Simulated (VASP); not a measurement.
# Pd (Pm-3m) in VASP: further runs

Pd is run at these levels: revPBE; tasks: single point.

Everything below comes from runs of VASP 6.6.1. Logs are shortened: lines on timing, memory, paths and dates and some standing lists are left out, and cuts for length are marked.

### 1 The cell of the first run

The structure is cubic, space group Pm-3m (No. 221). The conventional cell has a = 2.636 Å, b = 2.636 Å, c = 2.636 Å, α = 90.00°, β = 90.00°, γ = 90.00°. Within 3.5 Å of Pd (site symmetry m-3m) lie 6 Pd at 2.64 Å.

### 2 Single point, revPBE, collinear spin, ferromagnetic start

File INCAR:

```
SYSTEM = Pd
ALGO = Normal
EDIFF = 1E-6
ENCUT = 520
GGA = RE
ISIF = 2
ISMEAR = -1
ISPIN = 2
LASPH = .True.
LCHARG = .False.
LMAXMIX = 4
LORBIT = 11
LREAL = .False.
LWAVE = .False.
MAGMOM = 0.5
NBANDS = 15
NELM = 150
PREC = Accurate
SIGMA = 0.05
```

File KPOINTS:

```
k-points
0
Gamma
  12 12 12
  0 0 0
```

File POSCAR:

```
Pd
1.0
    2.6355039010      0.0000000000      0.0000000000
    0.0000000000      2.6355039010      0.0000000000
    0.0000000000      0.0000000000      2.6355039010
Pd
1
Direct
    0.0000000000      0.0000000000      0.0000000000
```

Potentials or basis: VASP PAW PBE potentials, release 64 (Pd).

Launch:

```console
$ cat potpaw_PBE.64/Pd/POTCAR > POTCAR
$ mpirun -np 1 vasp_std > vasp.out
```

OUTCAR:

```text
SYSTEM = Pd
   EDIFF = 1E-6
   ENCUT = 520
   GGA = RE
   ISIF = 2
   ISMEAR = -1
   ISPIN = 2
   LASPH = .True.
   LORBIT = 11
   LREAL = .False.
   NELM = 150
   PREC = Accurate

 ion  position               nearest neighbor table
   1  0.000  0.000  0.000-

  LATTYP: Found a simple cubic cell.
 ALAT       =     2.6355039010

  Lattice vectors:

 A1 = (   2.6355039010,   0.0000000000,   0.0000000000)
 A2 = (   0.0000000000,   2.6355039010,   0.0000000000)
 A3 = (   0.0000000000,   0.0000000000,   2.6355039010)

Analysis of symmetry for initial positions (statically):
=====================================================================
 Subroutine PRICEL returns:
 Original cell was already a primitive cell.

 Routine SETGRP: Setting up the symmetry group for a
 simple cubic supercell.

 Subroutine GETGRP returns: Found 48 space group operations
 (whereof 48 operations were pure point group operations)
 out of a pool of 48 trial point group operations.

The static configuration has the point symmetry O_h .

Analysis of symmetry for dynamics (positions and initial velocities):
=====================================================================
 Subroutine PRICEL returns:
 Original cell was already a primitive cell.

 Routine SETGRP: Setting up the symmetry group for a
 simple cubic supercell.

 Subroutine GETGRP returns: Found 48 space group operations
 (whereof 48 operations were pure point group operations)
 out of a pool of 48 trial point group operations.

The dynamic configuration has the point symmetry O_h .

Analysis of structural, dynamic, and magnetic symmetry:
=====================================================================
 Subroutine PRICEL returns:
 Original cell was already a primitive cell.

 Routine SETGRP: Setting up the symmetry group for a
 simple cubic supercell.

 Subroutine GETGRP returns: Found 48 space group operations
 (whereof 48 operations were pure point group operations)
 out of a pool of 48 trial point group operations.

The overall configuration has the point symmetry O_h .

 Subroutine INISYM returns: Found 48 space group operations
 (whereof 48 operations are pure point group operations),
 and found     1 'primitive' translations

----------------------------------------------------------------------------------------

                                     Primitive cell

  volume of cell :      18.3059

  direct lattice vectors                    reciprocal lattice vectors
     2.635503901  0.000000000  0.000000000     0.379434081  0.000000000  0.000000000
     0.000000000  2.635503901  0.000000000     0.000000000  0.379434081  0.000000000
     0.000000000  0.000000000  2.635503901     0.000000000  0.000000000  0.379434081

  length of vectors
     2.635503901  2.635503901  2.635503901     0.379434081  0.379434081  0.379434081

  position of ions in fractional coordinates (direct lattice)
     0.000000000  0.000000000  0.000000000

  ion indices of the primitive-cell ions
   primitive index   ion index
                 1           1

----------------------------------------------------------------------------------------

 KPOINTS: k-points

Automatic generation of k-mesh.
 Grid dimensions read from file:
 generate k-points for:   12   12   12

 Generating k-lattice:

  Cartesian coordinates                     Fractional coordinates (reciprocal lattice)
     0.031619507  0.000000000  0.000000000     0.083333333  0.000000000  0.000000000
     0.000000000  0.031619507  0.000000000     0.000000000  0.083333333  0.000000000
     0.000000000  0.000000000  0.031619507     0.000000000  0.000000000  0.083333333

  Length of vectors
     0.031619507  0.031619507  0.031619507

  Shift w.r.t. Gamma in fractional coordinates (k-lattice)
     0.000000000  0.000000000  0.000000000

 Subroutine IBZKPT returns following result:
 ===========================================

 Found     84 irreducible k-points:

 Following reciprocal coordinates:
            Coordinates               Weight
  0.000000  0.000000  0.000000      1.000000
  0.083333  0.000000  0.000000      6.000000
  0.166667  0.000000  0.000000      6.000000
  0.250000  0.000000  0.000000      6.000000
  0.333333  0.000000  0.000000      6.000000
  0.416667  0.000000  0.000000      6.000000
[... 16 lines left out ...]
  0.333333  0.333333  0.000000     12.000000
  0.416667  0.333333  0.000000     24.000000
 [... further k-points ...]
   k-points           NKPTS =     84   k-points in BZ     NKDIM =     84   number of bands    NBANDS=     15
   number of dos      NEDOS =    301   number of ions     NIONS =      1
   total plane-waves  NPLWV =   8000
   dimension x,y,z NGX =    20 NGY =   20 NGZ =   20
   dimension x,y,z NGXF=    40 NGYF=   40 NGZF=   40
   ions per type =               1
   NGX,Y,Z   is equivalent  to a cutoff of  12.62, 12.62, 12.62 a.u.
   NGXF,Y,Z  is equivalent  to a cutoff of  25.23, 25.23, 25.23 a.u.
 SYSTEM =  Pd
   PREC   = accura    normal or accurate (medium, high low for compatibility)
   ISTART =      0    job   : 0-new  1-cont  2-samecut
   ICHARG =      2    charge: 1-file 2-atom 10-const
   ISPIN  =      2    spin polarized calculation?
   LNONCOLLINEAR =      F non collinear calculations
   LSORBIT =      F    spin-orbit coupling
   LASPH  =      T    aspherical Exc in radial PAW
   ENCUT  =  520.0 eV  38.22 Ry    6.18 a.u.   4.90  4.90  4.90*2*pi/ulx,y,z
   NELM   =    150;   NELMIN=  2; NELMDL= -5     # of ELM steps
   EDIFF  = 0.1E-05   stopping-criterion for ELM
   LREAL  =      F    real-space projection
   EDIFFG = 0.1E-04   stopping-criterion for IOM
   NSW    =      0    number of steps for IOM
   IBRION =     -1    ionic relax: 0-MD 1-quasi-New 2-CG
   NFREE  =      0    steps in history (QN), initial steepest desc. (CG)
   ISIF   =      2    stress and relaxation
   ISYM   =      2    0-nonsym 1-usesym 2-fastsym
   POTIM  = 0.5000    time-step for ionic-motion
   TEBEG  =    0.0;   TEEND  =   0.0 temperature during run
   PSTRESS=    0.0 pullay stress
   NELECT =      10.0000    total number of electrons
   NUPDOWN=      -1.0000    fix difference up-down
   EMIN   =  10.00;   EMAX   =-10.00  energy-range for DOS
   EFERMI =   0.00;   METHOD = LEGACY
   ISMEAR =    -1;   SIGMA  =   0.05  broadening in eV -4-tet -1-fermi 0-gaus
   EFERMI_NEDOS =   21; number of points for ismear=-14 and -15
   IALGO  =     38    algorithm
   IMIX   =      4    mixing-type and parameters
     AMIX     =   0.40;   BMIX     =  1.00
     AMIX_MAG =   1.60;   BMIX_MAG =  1.00
  volume/ion in A,a.u.               =      18.31       123.53
  Fermi-wavevector in a.u.,A,eV,Ry     =   1.338272  2.528968 24.367665  1.790973
  Thomas-Fermi vector in A             =   2.466756
   LORBIT       =     11    0 simple, 1 ext, 2 COOP (PROOUT), +10 PAW based schemes
   GGA     = RE    functional components
   LHFCALC =     F    Hartree Fock is set to
   AEXX    =    0.0000 exact exchange contribution
   IVDW    =     0    specifies the selected vdW correction
   LEPSILON=     F    determine dielectric tensor
   LRPA    =     F    only Hartree local field effects (RPA)
 spin polarized calculation
  energy-cutoff  :      520.00
  volume of cell :       18.31
 maximum number of plane-waves:       512
 NGX is ok and might be reduce to    20
   NGX =  9   NGY =  9   NGZ =  9

 number of electron      10.0000001 magnetization       0.0800761

 number of electron      10.0000001 magnetization      -0.0000509

 Free energy of the ion-electron system (eV)
  ---------------------------------------------------
  ext. energy  EPLUGINS =         0.00000000
  ---------------------------------------------------
  free energy    TOTEN  =        -4.27589796 eV

  energy without entropy =       -4.26217581  energy(sigma->0) =       -4.26903688

 E-fermi :   6.8761     XC(G=0): -11.6555

 val. band max:        6.8615556391   @ k =   0.5000   0.3333   0.2500
 cond. band min:       6.8926835711   @ k =   0.0000   0.0000   0.0000
 fundamental gap:      0.0311279320
 Fermi energy:         6.8761452679

 spin component 1

 k-point     1 :       0.0000    0.0000    0.0000
  band No.  band energies     occupation
      1       1.1852      1.00000
      2       2.6255      1.00000
      3       2.6255      1.00000
      4       6.8927      0.41805
      5       6.8927      0.41805
      6       6.8927      0.41805
      7      23.1800      0.00000
      8      23.1800      0.00000
      9      23.1800      0.00000
     10      29.2952      0.00000
     11      29.2952      0.00000
     12      29.4689      0.00000
     13      34.1071      0.00000
     14      36.5851      0.00000
     15      36.5851      0.00000

 k-point     2 :       0.0833    0.0000    0.0000
  band No.  band energies     occupation
      1       1.3580      1.00000
      2       2.6539      1.00000
      3       2.7623      1.00000
      4       6.7814      0.86931
      5       6.7814      0.86931
      6       6.9017      0.37514
      7      21.8088      0.00000
      8      23.4656      0.00000
      9      23.4656      0.00000
     10      28.9093      0.00000
     11      29.3662      0.00000
     12      30.9845      0.00000
     13      34.1138      0.00000
     14      36.6586      0.00000
     15      36.6839      0.00000
[... 365 lines left out ...]
      3       5.7926      1.00000
      4       5.9117      1.00000
      5       5.9915      1.00000
      6       8.0088      0.00000
      7      15.3555      0.00000
      8      18.7677      0.00000
      9      24.3437      0.00000
     10      29.0256      0.00000
     11      30.4553      0.00000
     12      31.9987      0.00000
     13      34.0247      0.00000
     14      35.4404      0.00000
     15      38.7177      0.00000

 k-point    24 :       0.4167    0.3333    0.0000
  band No.  band energies     occupation
      1       3.0153      1.00000
      2       3.4935      1.00000
      3       5.7221      1.00000
      4       5.9990      1.00000
      5       6.2829      0.99999
      6       9.5589      0.00000
      7      13.6949      0.00000
      8      19.3758      0.00000
      9      22.4758      0.00000
     10      28.8904      0.00000
     11      31.5028      0.00000
     12      31.6054      0.00000
     13      34.0277      0.00000
     14      34.7848      0.00000
     15      37.5840      0.00000

 [... further k-points ...]

 spin component 2

 k-point     1 :       0.0000    0.0000    0.0000
  band No.  band energies     occupation
      1       1.1851      1.00000
      2       2.6254      1.00000
      3       2.6254      1.00000
      4       6.8928      0.41742
      5       6.8928      0.41742
      6       6.8928      0.41742
      7      23.1800      0.00000
      8      23.1800      0.00000
      9      23.1800      0.00000
     10      29.2951      0.00000
     11      29.2951      0.00000
     12      29.4687      0.00000
     13      34.1070      0.00000
     14      36.5851      0.00000
     15      36.5851      0.00000

 k-point     2 :       0.0833    0.0000    0.0000
  band No.  band energies     occupation
      1       1.3580      1.00000
      2       2.6539      1.00000
      3       2.7622      1.00000
      4       6.7815      0.86902
      5       6.7815      0.86901
      6       6.9018      0.37453
      7      21.8088      0.00000
      8      23.4656      0.00000
      9      23.4656      0.00000
     10      28.9092      0.00000
     11      29.3660      0.00000
     12      30.9843      0.00000
     13      34.1137      0.00000
     14      36.6586      0.00000
     15      36.6609      0.00000
[... 365 lines left out ...]
      3       5.7926      1.00000
      4       5.9118      1.00000
      5       5.9917      1.00000
      6       8.0087      0.00000
      7      15.3554      0.00000
      8      18.7677      0.00000
      9      24.3437      0.00000
     10      29.0255      0.00000
     11      30.4553      0.00000
     12      31.9986      0.00000
     13      34.0246      0.00000
     14      35.4404      0.00000
     15      38.7237      0.00000

 k-point    24 :       0.4167    0.3333    0.0000
  band No.  band energies     occupation
      1       3.0153      1.00000
      2       3.4934      1.00000
      3       5.7223      1.00000
      4       5.9992      1.00000
      5       6.2829      0.99999
      6       9.5589      0.00000
      7      13.6949      0.00000
      8      19.3758      0.00000
      9      22.4757      0.00000
     10      28.8903      0.00000
     11      31.5028      0.00000
     12      31.6053      0.00000
     13      34.0276      0.00000
     14      34.7848      0.00000
     15      37.5838      0.00000

 [... further k-points ...]

------------------------ aborting loop because EDIFF is reached ----------------------------------------

  FORCE on cell =-STRESS in cart. coord.  units (eV):
  Direction    XX          YY          ZZ          XY          YZ          ZX
  --------------------------------------------------------------------------------------
  -------------------------------------------------------------------------------------
  Total       -0.0336598     -0.0336598     -0.0336598      0.0000000     -0.0000000      0.0000000
  in kB       -2.9459869     -2.9459869     -2.9459869      0.0000000     -0.0000000      0.0000000
  external PRESSURE =      -2.9459869 kB  Pullay stress =       0.0000000 kB

 VOLUME and BASIS-vectors are now :
 -----------------------------------------------------------------------------
  energy-cutoff  :      520.00
  volume of cell :       18.31
      direct lattice vectors                 reciprocal lattice vectors
     2.635503901  0.000000000  0.000000000     0.379434081  0.000000000  0.000000000
     0.000000000  2.635503901  0.000000000     0.000000000  0.379434081  0.000000000
     0.000000000  0.000000000  2.635503901     0.000000000  0.000000000  0.379434081

 POSITION                                       TOTAL-FORCE (eV/Angst)
 -----------------------------------------------------------------------------------
      0.00000      0.00000      0.00000         0.000000      0.000000      0.000000
 -----------------------------------------------------------------------------------
    total drift:                               -0.000000     -0.000000     -0.000000

  FREE ENERGIE OF THE ION-ELECTRON SYSTEM (eV)
  ---------------------------------------------------
  free  energy   TOTEN  =        -4.2758979615 eV

  energy  without entropy=       -4.2621758083  energy(sigma->0) =       -4.26903688

 total charge

# of ion       s       p       d       tot
------------------------------------------
    1        0.473   0.311   8.525   9.309

 magnetization (x)

# of ion       s       p       d       tot
------------------------------------------
    1        0.000  -0.000   0.000   0.000
```

Wall time 83 s (1 thread of AMD EPYC 7R13, shared host); peak memory 0.12 GiB.

Results:

| Property | Result |
| --- | --- |
| Free energy | -4.2759 eV |
| Pressure | -0.3 GPa |
| Band gap on the k mesh | zero (filled and empty bands overlap) |
| Net moment | 0.00 μB per cell |
| Valence electrons inside the program's atomic spheres | Pd 9.31 |

Caveat: the PAW data sets were made with another functional, which shifts forces and pressure a little.

### 3 Single point, revPBE, collinear spin, ferromagnetic start

File INCAR:

```
PREC = Accurate
ENCUT = 520
EDIFF = 1E-6
ISMEAR = -1
SIGMA = 0.05
LREAL = F
LASPH = T
NELM = 150
ALGO = Normal
ISIF = 2
LWAVE = F
LCHARG = T
ISPIN = 2
MAGMOM = 0.5
LORBIT = 11
LMAXMIX = 4
GGA = RE
LELF = T
LVHAR = T
NBANDS = 15
```

File KPOINTS:

```
Automatic mesh
0
Gamma
  13 13 13
```

POSCAR is that of step 2.

Potentials or basis: VASP PAW PBE potentials, release 64 (Pd).

Launch:

```console
$ cat potpaw_PBE.64/Pd/POTCAR > POTCAR
$ mpirun -np 1 vasp_std > vasp.out
```

It took 82 s on 1 thread of AMD EPYC 7R13, shared host; peak memory 0.12 GiB.

The run converged. Its results:

| Item | Value |
| --- | --- |
| Free energy | -4.2762 eV |
| Pressure | -0.5 GPa |
| Band gap on the k mesh | zero (filled and empty bands overlap) |
| Net moment | 0.00 μB per cell |
| Valence electrons inside the program's atomic spheres | Pd 9.31 |

Levels at points of the mesh, in eV from the Fermi level:
Spin up:
```
           k point  band 3  band 4  band 5  band 6  band 7  band 8
(0.00, 0.00, 0.00)   -4.29   -0.02   -0.02   -0.02   16.28   16.28
```
Spin down:
```tsv
k point	band 1	band 2	band 3	band 4	band 5	band 6	band 7	band 8	band 9	band 10
(0.00, 0.00, 0.00)	-5.71	-4.29	-4.29	-0.02	-0.02	-0.02	16.28	16.28	16.28	22.39
```

Caveat: the PAW data sets were made with another functional, which shifts forces and pressure a little.
